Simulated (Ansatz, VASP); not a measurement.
One calculation of Ca2Zn, two programs

```
CELL_PARAMETERS angstrom
7.25404 0.00000 0.00000
0.00000 7.25404 0.00000
0.00000 0.00000 3.84015
ATOMIC_POSITIONS crystal
Ca 0.28216 0.28216 0.00000
Ca 0.71784 0.71784 0.00000
Ca 0.21784 0.78216 0.50000
Ca 0.78216 0.21784 0.50000
Zn 0.00000 0.00000 0.00000
Zn 0.50000 0.50000 0.50000
```

Alike in both runs: task single point; functional LDA; k mesh 3 × 3 × 6; occupations fermi-dirac, width 0.05 eV; no spin polarisation.

|  | VASP | Ansatz |
| --- | --- | --- |
| version | VASP 6.6.1 | Ansatz 0.2.0 |
| potentials or method | VASP PAW LDA potentials, release 64 (Ca_sv, Zn), cutoff 520 eV | plane waves, PAW |
| valence electrons in the cell | 64 | 64 |

|  | VASP | Ansatz | Ansatz less VASP |
| --- | --- | --- | --- |
| pressure (GPa) | -0.6 | -0.6 | -0.08 |
| traceless stress, the component that is largest in VASP (GPa) | 0.90 | 0.91 | +0.014 |

LDA's correlation is that of Perdew and Zunger in VASP and of Perdew and Wang (1992) in Ansatz.
